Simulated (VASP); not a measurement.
# Zn (Fm-3m) in VASP: further runs

Zn is run at these levels: PBE; tasks: single point.

Program: VASP 6.6.1. These are calculated values, not measurements. Logs are shortened: lines on timing, memory, paths and dates and some standing lists are left out, and cuts for length are marked.

### Step 1. The cell of the first run

The structure is cubic, space group Fm-3m (No. 225). The conventional cell has a = 3.902 Å, b = 3.902 Å, c = 3.902 Å, α = 90.00°, β = 90.00°, γ = 90.00°. Zn (site symmetry m-3m) has 12 Zn at 2.76 Å within 3.6 Å.

### Step 2. Single point, PBE

Contents of INCAR:

```
PREC = Accurate ; ENCUT = 520
EDIFF = 1E-7 ; ISMEAR = -1
SIGMA = 0.06122561905347299 ; LREAL = False
LASPH = True ; NELM = 60
ALGO = Normal ; ISIF = 2
LWAVE = False ; LCHARG = False
GGA = PE ; NBANDS = 12
```

Contents of KPOINTS:

```
regular mesh
0
Gamma
  24 24 24
```

Contents of POSCAR:

```
Zn
1.0
    0.0000000000      1.9508698920      1.9508698920
    1.9508698920      0.0000000000      1.9508698920
    1.9508698920      1.9508698920      0.0000000000
Zn
1
Direct
    0.0000000000      0.0000000000      0.0000000000
```

Potentials or basis: VASP PAW PBE potentials, release 64 (Zn).

Command:

```sh
cat potpaw_PBE.64/Zn/POTCAR > POTCAR
mpirun -np 1 vasp_std > vasp.out
```

OUTCAR:

```text
PREC = Accurate
   ENCUT = 520
   EDIFF = 1E-7
   ISMEAR = -1
   LREAL = False
   LASPH = True
   NELM = 60
   ISIF = 2
   GGA = PE

 ion  position               nearest neighbor table
   1  0.000  0.000  0.000-

  LATTYP: Found a face centered cubic cell.
 ALAT       =     3.9017397840

  Lattice vectors:

 A1 = (   0.0000000000,   1.9508698920,   1.9508698920)
 A2 = (   1.9508698920,   0.0000000000,   1.9508698920)
 A3 = (   1.9508698920,   1.9508698920,   0.0000000000)

Analysis of symmetry for initial positions (statically):
=====================================================================
 Subroutine PRICEL returns:
 Original cell was already a primitive cell.

 Routine SETGRP: Setting up the symmetry group for a
 face centered cubic supercell.

 Subroutine GETGRP returns: Found 48 space group operations
 (whereof 48 operations were pure point group operations)
 out of a pool of 48 trial point group operations.

The static configuration has the point symmetry O_h .

Analysis of symmetry for dynamics (positions and initial velocities):
=====================================================================
 Subroutine PRICEL returns:
 Original cell was already a primitive cell.

 Routine SETGRP: Setting up the symmetry group for a
 face centered cubic supercell.

 Subroutine GETGRP returns: Found 48 space group operations
 (whereof 48 operations were pure point group operations)
 out of a pool of 48 trial point group operations.

The dynamic configuration has the point symmetry O_h .

 Subroutine INISYM returns: Found 48 space group operations
 (whereof 48 operations are pure point group operations),
 and found     1 'primitive' translations

----------------------------------------------------------------------------------------

                                     Primitive cell

  volume of cell :      14.8496

  direct lattice vectors                    reciprocal lattice vectors
     0.000000000  1.950869892  1.950869892    -0.256295923  0.256295923  0.256295923
     1.950869892  0.000000000  1.950869892     0.256295923 -0.256295923  0.256295923
     1.950869892  1.950869892  0.000000000     0.256295923  0.256295923 -0.256295923

  length of vectors
     2.758946660  2.758946660  2.758946660     0.443917561  0.443917561  0.443917561

  position of ions in fractional coordinates (direct lattice)
     0.000000000  0.000000000  0.000000000

  ion indices of the primitive-cell ions
   primitive index   ion index
                 1           1

----------------------------------------------------------------------------------------

 KPOINTS: regular mesh

Automatic generation of k-mesh.
 Grid dimensions read from file:
 generate k-points for:   24   24   24

 Generating k-lattice:

  Cartesian coordinates                     Fractional coordinates (reciprocal lattice)
    -0.010678997  0.010678997  0.010678997     0.041666667  0.000000000  0.000000000
     0.010678997 -0.010678997  0.010678997     0.000000000  0.041666667  0.000000000
     0.010678997  0.010678997 -0.010678997     0.000000000  0.000000000  0.041666667

  Length of vectors
     0.018496565  0.018496565  0.018496565

  Shift w.r.t. Gamma in fractional coordinates (k-lattice)
     0.000000000  0.000000000  0.000000000

 Subroutine IBZKPT returns following result:
 ===========================================

 Found    413 irreducible k-points:

 Following reciprocal coordinates:
            Coordinates               Weight
  0.000000  0.000000  0.000000      1.000000
  0.041667  0.000000  0.000000      8.000000
  0.083333  0.000000  0.000000      8.000000
  0.125000  0.000000  0.000000      8.000000
  0.166667  0.000000  0.000000      8.000000
  0.208333  0.000000  0.000000      8.000000
[... 16 lines left out ...]
  0.416667  0.041667  0.000000     24.000000
  0.458333  0.041667  0.000000     24.000000
 [... further k-points ...]
   k-points           NKPTS =    413   k-points in BZ     NKDIM =    413   number of bands    NBANDS=     12
   number of dos      NEDOS =    301   number of ions     NIONS =      1
   total plane-waves  NPLWV =  13824
   dimension x,y,z NGX =    24 NGY =   24 NGZ =   24
   dimension x,y,z NGXF=    48 NGYF=   48 NGZF=   48
   ions per type =               1
   NGX,Y,Z   is equivalent  to a cutoff of  14.46, 14.46, 14.46 a.u.
   NGXF,Y,Z  is equivalent  to a cutoff of  28.92, 28.92, 28.92 a.u.
 SYSTEM =  unknown system
   PREC   = accura    normal or accurate (medium, high low for compatibility)
   ISTART =      0    job   : 0-new  1-cont  2-samecut
   ICHARG =      2    charge: 1-file 2-atom 10-const
   ISPIN  =      1    spin polarized calculation?
   LNONCOLLINEAR =      F non collinear calculations
   LSORBIT =      F    spin-orbit coupling
   LASPH  =      T    aspherical Exc in radial PAW
   ENCUT  =  520.0 eV  38.22 Ry    6.18 a.u.   5.13  5.13  5.13*2*pi/ulx,y,z
   NELM   =     60;   NELMIN=  2; NELMDL= -5     # of ELM steps
   EDIFF  = 0.1E-06   stopping-criterion for ELM
   LREAL  =      F    real-space projection
   EDIFFG = 0.1E-05   stopping-criterion for IOM
   NSW    =      0    number of steps for IOM
   IBRION =     -1    ionic relax: 0-MD 1-quasi-New 2-CG
   NFREE  =      0    steps in history (QN), initial steepest desc. (CG)
   ISIF   =      2    stress and relaxation
   ISYM   =      2    0-nonsym 1-usesym 2-fastsym
   POTIM  = 0.5000    time-step for ionic-motion
   TEBEG  =    0.0;   TEEND  =   0.0 temperature during run
   PSTRESS=    0.0 pullay stress
   NELECT =      12.0000    total number of electrons
   NUPDOWN=      -1.0000    fix difference up-down
   EMIN   =  10.00;   EMAX   =-10.00  energy-range for DOS
   EFERMI =   0.00;   METHOD = LEGACY
   ISMEAR =    -1;   SIGMA  =   0.06  broadening in eV -4-tet -1-fermi 0-gaus
   EFERMI_NEDOS =   21; number of points for ismear=-14 and -15
   IALGO  =     38    algorithm
   IMIX   =      4    mixing-type and parameters
     AMIX     =   0.40;   BMIX     =  1.00
     AMIX_MAG =   1.60;   BMIX_MAG =  1.00
  volume/ion in A,a.u.               =      14.85       100.21
  Fermi-wavevector in a.u.,A,eV,Ry     =   1.524861  2.881570 31.636284  2.325201
  Thomas-Fermi vector in A             =   2.633110
   LORBIT       =      0    0 simple, 1 ext, 2 COOP (PROOUT), +10 PAW based schemes
   GGA     = PE    functional components
   LHFCALC =     F    Hartree Fock is set to
   AEXX    =    0.0000 exact exchange contribution
   IVDW    =     0    specifies the selected vdW correction
   LEPSILON=     F    determine dielectric tensor
   LRPA    =     F    only Hartree local field effects (RPA)
 non-spin polarized calculation
  energy-cutoff  :      520.00
  volume of cell :       14.85
 maximum number of plane-waves:       415
 NGX is ok and might be reduce to    24
   NGX = 11   NGY = 11   NGZ = 11

 number of electron      12.0000009 magnetization

 Free energy of the ion-electron system (eV)
  ---------------------------------------------------
  ext. energy  EPLUGINS =         0.00000000
  ---------------------------------------------------
  free energy    TOTEN  =        -1.08553141 eV

  energy without entropy =       -1.08193052  energy(sigma->0) =       -1.08373097

 E-fermi :   3.2101     XC(G=0): -11.6890

 val. band max:        3.1916070242   @ k =  -0.4167   0.3750   0.0000
 cond. band min:       3.2101654883   @ k =  -0.3333   0.3333   0.1667
 fundamental gap:      0.0185584640
 Fermi energy:         3.2101219394

 k-point     1 :       0.0000    0.0000    0.0000
  band No.  band energies     occupation
      1      -7.2890      2.00000
      2      -4.4398      2.00000
      3      -4.4398      2.00000
      4      -4.4398      2.00000
      5      -4.0446      2.00000
      6      -4.0446      2.00000
      7      21.8065      0.00000
      8      21.8065      0.00000
      9      21.8065      0.00000
     10      22.2901      0.00000
     11      24.5535      0.00000
     12      24.5535      0.00000

 k-point     2 :       0.0417    0.0000    0.0000
  band No.  band energies     occupation
      1      -7.2356      2.00000
      2      -4.4446      2.00000
      3      -4.4335      2.00000
      4      -4.4335      2.00000
      5      -4.0465      2.00000
      6      -4.0465      2.00000
      7      20.6557      0.00000
      8      21.6118      0.00000
      9      21.6118      0.00000
     10      22.1554      0.00000
     11      24.8391      0.00000
     12      24.8391      0.00000

 k-point     3 :       0.0833    0.0000    0.0000
  band No.  band energies     occupation
      1      -7.0768      2.00000
      2      -4.4571      2.00000
      3      -4.4158      2.00000
      4      -4.4158      2.00000
      5      -4.0511      2.00000
      6      -4.0511      2.00000
      7      18.6450      0.00000
      8      21.1802      0.00000
      9      21.1802      0.00000
     10      22.0861      0.00000
     11      25.5416      0.00000
     12      25.5416      0.00000
[... 286 lines left out ...]
 k-point    23 :       0.4167    0.0417    0.0000
  band No.  band energies     occupation
      1      -5.1845      2.00000
      2      -4.4335      2.00000
      3      -4.4122      2.00000
      4      -3.8539      2.00000
      5      -3.7804      2.00000
      6      -1.7076      2.00000
      7       4.5303      0.00000
      8      18.0686      0.00000
      9      18.8069      0.00000
     10      20.2599      0.00000
     11      23.4464      0.00000
     12      23.7073      0.00000

 k-point    24 :       0.4583    0.0417    0.0000
  band No.  band energies     occupation
      1      -5.1881      2.00000
      2      -4.4467      2.00000
      3      -4.4265      2.00000
      4      -3.8089      2.00000
      5      -3.7560      2.00000
      6      -0.6877      2.00000
      7       3.1187      1.63293
      8      18.1727      0.00000
      9      18.4853      0.00000
     10      20.1502      0.00000
     11      23.2291      0.00000
     12      23.3963      0.00000

 [... further k-points ...]

------------------------ aborting loop because EDIFF is reached ----------------------------------------

  FORCE on cell =-STRESS in cart. coord.  units (eV):
  Direction    XX          YY          ZZ          XY          YZ          ZX
  --------------------------------------------------------------------------------------
  -------------------------------------------------------------------------------------
  Total        0.1732554      0.1732554      0.1732554      0.0000000      0.0000000      0.0000000
  in kB       18.6931493     18.6931493     18.6931493      0.0000000      0.0000000      0.0000000
  external PRESSURE =      18.6931493 kB  Pullay stress =       0.0000000 kB

 VOLUME and BASIS-vectors are now :
 -----------------------------------------------------------------------------
  energy-cutoff  :      520.00
  volume of cell :       14.85
      direct lattice vectors                 reciprocal lattice vectors
     0.000000000  1.950869892  1.950869892    -0.256295923  0.256295923  0.256295923
     1.950869892  0.000000000  1.950869892     0.256295923 -0.256295923  0.256295923
     1.950869892  1.950869892  0.000000000     0.256295923  0.256295923 -0.256295923

 POSITION                                       TOTAL-FORCE (eV/Angst)
 -----------------------------------------------------------------------------------
      0.00000      0.00000      0.00000         0.000000      0.000000      0.000000
 -----------------------------------------------------------------------------------
    total drift:                                0.000000      0.000000     -0.000000

  FREE ENERGIE OF THE ION-ELECTRON SYSTEM (eV)
  ---------------------------------------------------
  free  energy   TOTEN  =        -1.0855314108 eV

  energy  without entropy=       -1.0819305215  energy(sigma->0) =       -1.08373097
```

Wall time 27 s (1 thread of Intel Xeon 6975P-C (Granite Rapids), shared host); peak memory 0.18 GiB.

What came out:

* Free energy: -1.0855 eV
* Pressure: 1.9 GPa
* Band gap on the k mesh: zero (band 6 reaches 5.50 eV, above the bottom of band 7 at 1.89 eV)

### Step 3. Single point, PBE

Contents of INCAR:

```
SYSTEM = Zn
PREC = Accurate
ENCUT = 520
EDIFF = 1E-6
ISMEAR = -1
SIGMA = 0.06122561905347299
LREAL = .False.
LASPH = .True.
NELM = 80
ALGO = Normal
ISIF = 2
LWAVE = .False.
LCHARG = .False.
GGA = PE
NBANDS = 12
```

Contents of KPOINTS:

```
Automatic mesh
0
Gamma
  24 24 24
  0 0 0
```

POSCAR is that of step 2.

Potentials or basis: VASP PAW PBE potentials, release 64 (Zn).

Command:

```sh
cat potpaw_PBE.64/Zn/POTCAR > POTCAR
mpirun -np 1 vasp_std > vasp.out
```

Run time: 23 s. Hardware: 1 thread of Intel Xeon 6975P-C (Granite Rapids), shared host; peak memory 0.19 GiB.

It converged, with:

```
Free energy            : -1.0855 eV
Pressure               : 2.0 GPa
Band gap on the k mesh : zero (band 6 reaches 5.50 eV, above the bottom of band 7 at 1.89 eV)
```

Levels at points of the mesh, in eV from the Fermi level:
```
           k point  band 3  band 4  band 5  band 6  band 7  band 8  band 9  band 10
(0.00, 0.00, 0.00)   -7.65   -7.65   -7.26   -7.26   18.60   18.60   18.60    19.08
(0.50, 0.00, 0.00)   -7.66   -6.96   -6.96   -2.96   -1.32   15.53   15.53    17.61
(0.50, 0.50, 0.00)   -6.98   -6.89   -6.89   -1.02    1.84    8.57    8.57    12.25
```

### Step 4. Single point, PBE

This run uses another cell than the first one, of 15.15 Å³/atom, 1.020 times its volume.

Contents of INCAR:

```
PREC = Accurate
ENCUT = 520
EDIFF = 1E-6
ISMEAR = -1
SIGMA = 0.06122561905347299
LREAL = False
LASPH = True
NELM = 60
ALGO = Normal
ISIF = 2
LWAVE = False
LCHARG = True
GGA = PE
LELF = True
LVHAR = True
NBANDS = 12
```

Contents of KPOINTS:

```
Automatic mesh
0
Gamma
  48 48 48
```

Contents of POSCAR:

```
Zn
1.0
    0.0000000000      1.9640518452      1.9640518452
    1.9640518452      0.0000000000      1.9640518452
    1.9640518452      1.9640518452      0.0000000000
Zn
1
Direct
    0.0000000000      0.0000000000      0.0000000000
```

Command:

```sh
cat potpaw_PBE.64/Zn/POTCAR > POTCAR
mpirun -np 1 vasp_std > vasp.out
```

Run time: 2 min. Hardware: 1 thread of Intel Xeon 6975P-C (Granite Rapids), shared host; peak memory 0.56 GiB.

It converged, with:

```
Free energy            : -1.0868 eV
Pressure               : 0.4 GPa
Band gap on the k mesh : zero (band 6 reaches 5.34 eV, above the bottom of band 7 at 1.71 eV)
```

Levels at points of the mesh, in eV from the Fermi level:
```
           k point  band 2  band 3  band 4  band 5  band 6  band 7  band 8  band 9  band 10  band 11
(0.00, 0.00, 0.00)   -7.61   -7.61   -7.61   -7.23   -7.23   18.30   18.30   18.30    18.92    21.08
(0.50, 0.00, 0.00)   -7.61   -7.61   -6.94   -6.94   -2.89   -1.36   15.28   15.28    17.46    18.98
(0.50, 0.50, 0.00)   -8.22   -6.96   -6.87   -6.87   -0.98    1.75    8.45    8.45    12.10    13.27
```

### Step 5. Single point, PBE

This run uses another cell than the first one, of 15.46 Å³/atom, 1.041 times its volume.

Contents of INCAR:

```
ALGO     = Normal         # electronic algorithm
EDIFF    = 1E-6           # SCF threshold, eV
ENCUT    = 520            # plane-wave cutoff, eV
GGA      = PE             # functional
ISIF     = 2              # what is computed and relaxed
ISMEAR   = -1             # smearing method
LASPH    = True           # aspherical terms in the spheres
LCHARG   = True           # write CHGCAR
LELF     = True           # ELF
LREAL    = False          # projectors in reciprocal space
LVHAR    = True         
LWAVE    = False          # write WAVECAR
NBANDS   = 12             # bands
NELM     = 60             # most SCF steps
PREC     = Accurate       # precision mode
SIGMA    = 0.06122561905347299 # smearing width, eV
```

Contents of KPOINTS:

```
k-points
0
Gamma
  48 48 48
```

Contents of POSCAR:

```
Zn
1.0
    0.0000000000      1.9770591902      1.9770591902
    1.9770591902      0.0000000000      1.9770591902
    1.9770591902      1.9770591902      0.0000000000
Zn
1
Direct
    0.0000000000      0.0000000000      0.0000000000
```

Command:

```sh
cat potpaw_PBE.64/Zn/POTCAR > POTCAR
mpirun -np 1 vasp_std > vasp.out
```

Wall time 1.9 min (1 thread of Intel Xeon 6975P-C (Granite Rapids), shared host); peak memory 0.59 GiB.

It converged, with:

```yaml
Free_energy: -1.0861 eV
Pressure: -0.9 GPa
Band_gap_on_the_k_mesh: zero (band 6 reaches 5.19 eV, above the bottom of band 7 at 1.54 eV)
```

Levels at points of the mesh, in eV from the Fermi level:
```csv
k point,band 2,band 3,band 4,band 5,band 6,band 7,band 8,band 9,band 10,band 11
"(0.00, 0.00, 0.00)",-7.55,-7.55,-7.55,-7.18,-7.18,18.03,18.03,18.03,18.77,20.84
"(0.50, 0.00, 0.00)",-7.55,-7.55,-6.91,-6.91,-2.80,-1.39,15.05,15.05,17.33,18.77
"(0.50, 0.50, 0.00)",-8.14,-6.92,-6.84,-6.84,-0.92,1.68,8.36,8.36,11.98,13.07
```

### Step 6. Overview

| cell | k mesh | gap on the mesh (eV) | pressure (GPa) |
| --- | --- | --- | --- |
| a = 2.759 Å, angles 60.0°, 1 atom | 24 × 24 × 24 | none | 2.0 |
| a = 2.778 Å, angles 60.0°, 1 atom | 48 × 48 × 48 | none | 0.4 |
| a = 2.796 Å, angles 60.0°, 1 atom | 48 × 48 × 48 | none | -0.9 |

Alike in all rows: task single point; level PBE; potentials or basis VASP PAW PBE potentials, release 64 (Zn); no spin polarisation; cutoff (eV) 520; smearing fermi-dirac 0.0612256 eV.

Total energies depend on the potentials used, so only differences within one code and one set of settings carry meaning.
